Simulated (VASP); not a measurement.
# FeSi2 (P4/mmm) in VASP: further runs

The runs below take FeSi2 through single point, relaxation of cell and atoms, with LDA.

Everything below comes from runs of VASP 6.6.1. Logs are shortened: lines on timing, memory, paths and dates and some standing lists are left out, and cuts for length are marked.

### Step 1. The cell of the first run

It takes space group P4/mmm (No. 123, tetragonal). The conventional cell has a = 2.662 Å, b = 2.662 Å, c = 5.065 Å, α = 90.00°, β = 90.00°, γ = 90.00°. Fe (site symmetry 4/mmm) has 8 Si at 2.33 Å and 4 Fe at 2.66 Å within 3.1 Å. Within 3.1 Å of Si (site symmetry 4mm) lie 6 Si at 2.32 to 2.75 Å and 4 Fe at 2.33 Å.

### Step 2. Single point, LDA

INCAR reads:

```
SYSTEM = FeSi2
PREC = Accurate
ENCUT = 520
EDIFF = 1E-6
ISMEAR = -1
SIGMA = 0.15
LREAL = .FALSE.
LASPH = .TRUE.
NELM = 60
ALGO = Normal
ISIF = 2
LWAVE = .FALSE.
LCHARG = .FALSE.
NBANDS = 15
```

KPOINTS reads:

```
Automatic mesh
0
G
  16 16 8
  0 0 0
```

POSCAR reads:

```
FeSi2
1.0
    2.6620591415      0.0000000000      0.0000000000
    0.0000000000      2.6620591415      0.0000000000
    0.0000000000      0.0000000000      5.0654379231
Fe Si
1 2
Direct
    0.0000000000      0.0000000000      0.0000000000
    0.5000000000      0.5000000000      0.2710623481
    0.5000000000      0.5000000000      0.7289376519
```

Potentials or basis: VASP PAW LDA potentials, release 64 (Fe, Si).

Command:

```
cat potpaw_LDA.64/Fe/POTCAR potpaw_LDA.64/Si/POTCAR > POTCAR
mpirun -np 1 vasp_std > vasp.out
```

OUTCAR:

```text
SYSTEM = FeSi2
   PREC = Accurate
   ENCUT = 520
   EDIFF = 1E-6
   ISMEAR = -1
   LREAL = .FALSE.
   LASPH = .TRUE.
   NELM = 60
   ISIF = 2

 ion  position               nearest neighbor table
   1  0.000  0.000  0.000-   2 2.33   3 2.33   2 2.33   3 2.33   2 2.33   3 2.33   2 2.33   3 2.33

   2  0.500  0.500  0.271-   3 2.32   1 2.33   1 2.33   1 2.33   1 2.33   3 2.75
   3  0.500  0.500  0.729-   2 2.32   1 2.33   1 2.33   1 2.33   1 2.33   2 2.75

  LATTYP: Found a simple tetragonal cell.
 ALAT       =     2.6620591415
 C/A-ratio  =     1.9028269673

  Lattice vectors:

 A1 = (   2.6620591415,   0.0000000000,   0.0000000000)
 A2 = (   0.0000000000,   2.6620591415,   0.0000000000)
 A3 = (   0.0000000000,   0.0000000000,   5.0654379231)

Analysis of symmetry for initial positions (statically):
=====================================================================
 Subroutine PRICEL returns:
 Original cell was already a primitive cell.

 Routine SETGRP: Setting up the symmetry group for a
 simple tetragonal supercell.

 Subroutine GETGRP returns: Found 16 space group operations
 (whereof 16 operations were pure point group operations)
 out of a pool of 16 trial point group operations.

The static configuration has the point symmetry D_4h.

Analysis of symmetry for dynamics (positions and initial velocities):
=====================================================================
 Subroutine PRICEL returns:
 Original cell was already a primitive cell.

 Routine SETGRP: Setting up the symmetry group for a
 simple tetragonal supercell.

 Subroutine GETGRP returns: Found 16 space group operations
 (whereof 16 operations were pure point group operations)
 out of a pool of 16 trial point group operations.

The dynamic configuration has the point symmetry D_4h.

 Subroutine INISYM returns: Found 16 space group operations
 (whereof 16 operations are pure point group operations),
 and found     1 'primitive' translations

----------------------------------------------------------------------------------------

                                     Primitive cell

  volume of cell :      35.8965

  direct lattice vectors                    reciprocal lattice vectors
     2.662059141  0.000000000  0.000000000     0.375649055  0.000000000  0.000000000
[... 96 lines left out ...]
   POTIM  = 0.5000    time-step for ionic-motion
   TEBEG  =    0.0;   TEEND  =   0.0 temperature during run
   PSTRESS=    0.0 pullay stress
   NELECT =      16.0000    total number of electrons
   NUPDOWN=      -1.0000    fix difference up-down
   EMIN   =  10.00;   EMAX   =-10.00  energy-range for DOS
   EFERMI =   0.00;   METHOD = LEGACY
   ISMEAR =    -1;   SIGMA  =   0.15  broadening in eV -4-tet -1-fermi 0-gaus
   EFERMI_NEDOS =   21; number of points for ismear=-14 and -15
   IALGO  =     38    algorithm
   IMIX   =      4    mixing-type and parameters
     AMIX     =   0.40;   BMIX     =  1.00
     AMIX_MAG =   1.60;   BMIX_MAG =  1.00
  volume/ion in A,a.u.               =      11.97        80.75
  Fermi-wavevector in a.u.,A,eV,Ry     =   1.250539  2.363177 21.277453  1.563849
  Thomas-Fermi vector in A             =   2.384529
   LORBIT       =      0    0 simple, 1 ext, 2 COOP (PROOUT), +10 PAW based schemes
   GGA     = CA    functional components
   LHFCALC =     F    Hartree Fock is set to
   AEXX    =    0.0000 exact exchange contribution
   IVDW    =     0    specifies the selected vdW correction
   LEPSILON=     F    determine dielectric tensor
   LRPA    =     F    only Hartree local field effects (RPA)
 non-spin polarized calculation
  energy-cutoff  :      520.00
  volume of cell :       35.90
 maximum number of plane-waves:      1000
 NGX is ok and might be reduce to    20
   NGX =  9   NGY =  9   NGZ = 19

 number of electron      16.0000005 magnetization

 Free energy of the ion-electron system (eV)
  ---------------------------------------------------
  ext. energy  EPLUGINS =         0.00000000
  ---------------------------------------------------
  free energy    TOTEN  =       -22.90052036 eV

  energy without entropy =      -22.81912447  energy(sigma->0) =      -22.85982241

 E-fermi :  10.2513     XC(G=0): -12.2551

 val. band max:       10.2477456985   @ k =   0.3125   0.2500   0.0000
 cond. band min:      10.2570562096   @ k =   0.5000   0.3750   0.1250
 fundamental gap:      0.0093105111
 Fermi energy:        10.2513060256

 k-point     1 :       0.0000    0.0000    0.0000
  band No.  band energies     occupation
      1      -3.8013      2.00000
      2       1.1061      2.00000
      3       2.2201      2.00000
      4       6.5758      2.00000
      5       8.6156      1.99996
      6       8.7523      1.99991
      7       8.7523      1.99991
      8       9.6747      1.95807
      9      14.9559      0.00000
     10      14.9559      0.00000
     11      17.0348      0.00000
     12      17.5443      0.00000
     13      18.4581      0.00000
     14      18.5597      0.00000
[... 401 lines left out ...]
      2       2.5403      2.00000
      3       3.4850      2.00000
      4       5.7270      2.00000
      5       6.3360      2.00000
      6       7.3081      2.00000
      7       8.3192      1.99999
      8       9.5207      1.98478
      9      10.4128      0.50818
     10      11.9090      0.00003
     11      12.7624      0.00000
     12      15.7134      0.00000
     13      18.7216      0.00000
     14      19.3234      0.00000
     15      21.3133      0.00000

 [... further k-points ...]

------------------------ aborting loop because EDIFF is reached ----------------------------------------

  FORCE on cell =-STRESS in cart. coord.  units (eV):
  Direction    XX          YY          ZZ          XY          YZ          ZX
  --------------------------------------------------------------------------------------
  -------------------------------------------------------------------------------------
  Total        0.1334211      0.1334211      0.1282193      0.0000000      0.0000000     -0.0000000
  in kB        5.9550107      5.9550107      5.7228411      0.0000000      0.0000000     -0.0000000
  external PRESSURE =       5.8776208 kB  Pullay stress =       0.0000000 kB

 VOLUME and BASIS-vectors are now :
 -----------------------------------------------------------------------------
  energy-cutoff  :      520.00
  volume of cell :       35.90
      direct lattice vectors                 reciprocal lattice vectors
     2.662059141  0.000000000  0.000000000     0.375649055  0.000000000  0.000000000
     0.000000000  2.662059141  0.000000000     0.000000000  0.375649055  0.000000000
     0.000000000  0.000000000  5.065437923     0.000000000  0.000000000  0.197416298

 POSITION                                       TOTAL-FORCE (eV/Angst)
 -----------------------------------------------------------------------------------
      0.00000      0.00000      0.00000         0.000000      0.000000      0.000000
      1.33103      1.33103      1.37305         0.000000      0.000000      0.035423
      1.33103      1.33103      3.69239        -0.000000      0.000000     -0.035423
 -----------------------------------------------------------------------------------
    total drift:                                0.000000      0.000000      0.000000

  FREE ENERGIE OF THE ION-ELECTRON SYSTEM (eV)
  ---------------------------------------------------
  free  energy   TOTEN  =       -22.9005203618 eV

  energy  without entropy=      -22.8191244658  energy(sigma->0) =      -22.85982241
```

Run time: 37 s. Hardware: 1 thread of Intel Xeon 6975P-C (Granite Rapids), shared host; peak memory 0.23 GiB.

Results:

| Item | Value |
| --- | --- |
| Free energy | -22.9005 eV |
| Pressure | 0.6 GPa |
| Largest force | 0.035 eV/Å |
| Band gap on the k mesh | zero (bands 8 and 9 overlap by 0.33 eV) |

Forces in eV/Å, atoms in the order of the input:
```
Fe   0.000  0.000  0.000
Si   0.000  0.000  0.035
Si   0.000  0.000 -0.035
```

Caveat: the run has no spin polarisation, though such a crystal can be magnetic. Spin polarisation is off, so any magnetic state and its effect on volume and gap are missing.

### Step 3. Relaxation of cell and atoms, LDA

INCAR reads:

```
ALGO     = Normal         # electronic algorithm
EDIFF    = 1E-7           # SCF threshold, eV
EDIFFG   = -0.001         # ionic threshold
ENCUT    = 600            # plane-wave cutoff, eV
IBRION   = 2              # ionic algorithm
ISIF     = 3              # what is computed and relaxed
ISMEAR   = -1             # smearing method
LASPH    = T              # aspherical terms in the spheres
LCHARG   = F              # write CHGCAR
LREAL    = F              # projectors in reciprocal space
LWAVE    = F              # write WAVECAR
NELM     = 100            # most SCF steps
NSW      = 80             # ionic steps
PREC     = Accurate       # precision mode
SIGMA    = 0.15           # smearing width, eV
```

KPOINTS reads:

```
k-points
0
Gamma
  16 16 8
```

POSCAR reads:

```
FeSi2
1.0
    2.6591956006      0.0000000000      0.0000000000
    0.0000000000      2.6591956006      0.0000000000
    0.0000000000      0.0000000000      5.0669515156
Fe Si
1 2
Direct
    0.0000000000      0.0000000000      0.0000000000
    0.5000000000      0.5000000000      0.2713853252
    0.5000000000      0.5000000000      0.7286146748
```

Potentials or basis: VASP PAW LDA potentials, release 64 (Fe, Si).

Command:

```
cat potpaw_LDA.64/Fe/POTCAR potpaw_LDA.64/Si/POTCAR > POTCAR
mpirun -np 1 vasp_std > vasp.out
```

It took 1.8 min on 1 thread of Intel Xeon 6975P-C (Granite Rapids), shared host; peak memory 0.25 GiB.

The run converged. Its results:

```
Free energy                           : -22.9009 eV
Relaxed volume                        : 12.00 Å³/atom
Relaxed cell                          : a = 2.664 Å, b = 2.664 Å, c = 5.069 Å, α = 90.00°, β = 90.00°, γ = 90.00°
Space group after relaxing (to 0.1 Å) : P4/mmm (No. 123)
Energy gained by relaxing             : 0.1 meV/atom
Ionic steps                           : 6
Pressure after relaxing               : 0.0 GPa
Band gap on the k mesh                : zero (bands 8 and 9 overlap by 0.33 eV)
```

The path:
| step | energy change (eV) | largest force (eV/Å) | pressure (GPa) | volume (Å³) |
| --- | --- | --- | --- | --- |
| 1 | 0.0000 | 0.0009 | 0.84 | 35.83 |
| 2 | 0.0002 | 0.0495 | -1.04 | 36.15 |
| 3 | -0.0004 | 0.0235 | -0.03 | 35.98 |
| 4 | -0.0004 | 0.0022 | -0.01 | 35.99 |
| 5 | -0.0004 | 0.0020 | 0.00 | 35.99 |
| 6 | -0.0004 | 0.0009 | -0.01 | 35.99 |

Final structure:
```
CELL_PARAMETERS angstrom
2.66439 0.00000 0.00000
0.00000 2.66439 0.00000
0.00000 0.00000 5.06923
ATOMIC_POSITIONS crystal
Fe 0.00000 0.00000 0.00000
Si 0.50000 0.50000 0.27120
Si 0.50000 0.50000 0.72880
```

Levels at points of the mesh, in eV from the Fermi level:
```tsv
k point	band 4	band 5	band 6	band 7	band 8	band 9	band 10	band 11	band 12
(0.00, 0.00, 0.00)	-3.66	-1.63	-1.49	-1.49	-0.57	4.69	4.69	6.77	7.29
(0.50, 0.00, 0.00)	-4.43	-3.74	-3.22	-2.07	-1.07	0.17	1.63	2.43	8.06
(0.50, 0.50, 0.00)	-4.42	-4.42	-3.21	-2.25	0.22	0.68	2.72	3.09	3.09
(0.00, 0.00, 0.50)	-3.64	-2.26	-1.54	-1.54	-0.57	2.69	5.87	5.87	6.47
(0.50, 0.00, 0.50)	-6.26	-3.16	-2.45	-2.06	-1.08	0.68	2.52	5.08	5.11
(0.50, 0.50, 0.50)	-4.46	-3.23	-3.23	-1.77	0.22	0.46	0.46	1.24	3.08
```

Caveat: the run has no spin polarisation, though such a crystal can be magnetic.

### Step 4. Single point, LDA, collinear spin, ferromagnetic start

This run uses another cell than the first one, of 12.31 Å³/atom.

INCAR reads:

```
  PREC = Accurate
  ENCUT = 520
  EDIFF = 1E-6
  ISMEAR = 0
  SIGMA = 0.1
  LREAL = F
  LASPH = T
  NELM = 150
  ALGO = Normal
  ISIF = 2
  LWAVE = F
  LCHARG = F
  ISPIN = 2
  MAGMOM = 4 0 0
  LORBIT = 11
  LMAXMIX = 4
  GGA = CA
  NBANDS = 19
```

KPOINTS reads:

```
regular mesh
0
Gamma
  6 6 4
```

POSCAR reads:

```
FeSi2
1.0
    2.6840000000      0.0000000000      0.0000000000
    0.0000000000      2.6840000000      0.0000000000
    0.0000000000      0.0000000000      5.1280000000
Fe Si
1 2
Direct
    0.0000000000      0.0000000000      0.0000000000
    0.5000000000      0.5000000000      0.2700000000
    0.5000000000      0.5000000000      0.7300000000
```

Command:

```
cat potpaw_LDA.64/Fe/POTCAR potpaw_LDA.64/Si/POTCAR > POTCAR
mpirun -np 1 vasp_std > vasp.out
```

Run time: 26 s. Hardware: 1 thread of Intel Xeon Platinum 8488C (Sapphire Rapids), shared host; peak memory 0.15 GiB.

Results (log left out):

```yaml
Free_energy: -22.8489 eV
Pressure: -5.4 GPa
Largest_force: 0.170 eV/Å
Band_gap_on_the_k_mesh: zero (filled and empty bands overlap)
Net_moment: 0.01 μB per cell
Valence_electrons_inside_the_program's_atomic_spheres: Fe 7.89; Si 1.64
```

Forces in eV/Å, atoms in the order of the input:
```
Fe   0.000  0.000  0.000
Si   0.000  0.000  0.170
Si   0.000  0.000 -0.170
```

Stress tensor (GPa, compression positive):
```
-4.62  0.00  0.00
 0.00 -4.62  0.00
 0.00  0.00 -6.84
```

Levels at points of the mesh, in eV from the Fermi level:
Spin up:
```tsv
k point	band 4	band 5	band 6	band 7	band 8	band 9	band 10	band 11	band 12	band 13
(0.00, 0.00, 0.00)	-3.60	-1.63	-1.51	-1.51	-0.62	4.59	4.59	6.47	7.27	8.10
(0.50, 0.00, 0.00)	-4.35	-3.74	-3.15	-2.07	-1.09	0.12	1.45	2.37	8.03	8.57
(0.50, 0.50, 0.00)	-4.34	-4.34	-3.15	-2.20	0.14	0.41	2.67	3.11	3.11	3.50
(0.00, 0.00, 0.50)	-3.58	-2.26	-1.55	-1.55	-0.62	2.48	5.69	5.69	6.50	6.76
(0.50, 0.00, 0.50)	-6.11	-3.11	-2.44	-2.06	-1.10	0.58	2.35	4.90	5.03	7.89
(0.50, 0.50, 0.50)	-4.44	-3.23	-3.23	-1.77	0.14	0.48	0.48	1.32	2.82	3.95
```
Spin down:
```
           k point  band 6  band 7  band 8  band 9  band 10  band 11
(0.00, 0.00, 0.00)   -1.50   -1.50   -0.61    4.59     4.59     6.47
(0.50, 0.00, 0.00)   -3.15   -2.06   -1.08    0.13     1.45     2.37
(0.50, 0.50, 0.00)   -3.15   -2.20    0.15    0.41     2.67     3.11
(0.00, 0.00, 0.50)   -1.55   -1.55   -0.61    2.49     5.69     5.69
(0.50, 0.00, 0.50)   -2.43   -2.06   -1.10    0.59     2.35     4.91
(0.50, 0.50, 0.50)   -3.23   -1.77    0.15    0.48     0.48     1.32
```

Caveat: the k points lie up to 0.39 Å⁻¹ apart.

### Step 5. Single point, LDA (11.73 Å³/atom)

This run uses another cell than the first one, of 11.73 Å³/atom.

INCAR reads:

```
SYSTEM = FeSi2
PREC = Accurate ; ENCUT = 520
EDIFF = 1E-6 ; ISMEAR = -1
SIGMA = 0.15 ; LREAL = .FALSE.
LASPH = .TRUE. ; NELM = 60
ALGO = Normal ; ISIF = 2
LWAVE = .FALSE. ; LCHARG = .FALSE.
NBANDS = 15
```

KPOINTS reads:

```
Automatic mesh
0
G
  16 16 8
  0 0 0
```

POSCAR reads:

```
FeSi2
1.0
    2.6415878168      0.0000000000      0.0000000000
    0.0000000000      2.6415878168      0.0000000000
    0.0000000000      0.0000000000      5.0413676105
Fe Si
1 2
Direct
    0.0000000000      0.0000000000      0.0000000000
    0.5000000000      0.5000000000      0.2717544691
    0.5000000000      0.5000000000      0.7282455309
```

Command:

```
cat potpaw_LDA.64/Fe/POTCAR potpaw_LDA.64/Si/POTCAR > POTCAR
mpirun -np 1 vasp_std > vasp.out
```

It took 60 s on 1 thread of Intel Xeon Platinum 8488C (Sapphire Rapids), shared host; peak memory 0.22 GiB.

Results (log left out):

```
Free energy            : -22.8886 eV
Pressure               : 4.9 GPa
Largest force          : 0.039 eV/Å
Band gap on the k mesh : zero (bands 8 and 9 overlap by 0.38 eV)
```

Forces in eV/Å, atoms in the order of the input:
```
Fe   0.000  0.000  0.000
Si   0.000  0.000  0.039
Si   0.000  0.000 -0.039
```

Levels at points of the mesh, in eV from the Fermi level:
| k point | band 5 | band 6 | band 7 | band 8 | band 9 | band 10 | band 11 | band 12 |
| --- | --- | --- | --- | --- | --- | --- | --- | --- |
| (0.00, 0.00, 0.00) | -1.71 | -1.52 | -1.52 | -0.56 | 4.85 | 4.85 | 6.83 | 7.32 |
| (0.50, 0.00, 0.00) | -3.83 | -3.33 | -2.11 | -1.09 | 0.17 | 1.72 | 2.45 | 8.09 |
| (0.50, 0.50, 0.00) | -4.48 | -3.20 | -2.34 | 0.25 | 0.89 | 2.76 | 3.08 | 3.08 |
| (0.00, 0.00, 0.50) | -2.33 | -1.57 | -1.57 | -0.56 | 2.75 | 6.05 | 6.05 | 6.46 |
| (0.50, 0.00, 0.50) | -3.25 | -2.54 | -2.10 | -1.10 | 0.73 | 2.56 | 5.04 | 5.25 |
| (0.50, 0.50, 0.50) | -3.25 | -3.25 | -1.84 | 0.25 | 0.43 | 0.43 | 1.16 | 3.28 |

Caveat: the cell stands under pressure; the run has no spin polarisation, though such a crystal can be magnetic. Spin polarisation is off, so any magnetic state and its effect on volume and gap are missing.

### Step 6. The runs side by side

| task | cell | cutoff (eV) | gap on the mesh (eV) | pressure (GPa) | largest force (eV/Å) |
| --- | --- | --- | --- | --- | --- |
| single point | a = 2.662, b = 2.662, c = 5.065 Å, 3 atoms | 520 | none | 0.6 | 0.04 |
| relaxation of cell and atoms | relaxed from a = 2.659, b = 2.659, c = 5.067 Å, 3 atoms | 600 | none | 0.0 | - |
| single point | a = 2.642, b = 2.642, c = 5.041 Å, 3 atoms | 520 | none | 4.9 | 0.04 |

Alike in all rows: level LDA; potentials or basis VASP PAW LDA potentials, release 64 (Fe, Si); no spin polarisation; k mesh 16 × 16 × 8; smearing fermi-dirac 0.15 eV.

Caveats: the run has no spin polarisation, though such a crystal can be magnetic; the cell stands under pressure (at least some runs).

Absolute energies hang on the potentials; compare differences alone.
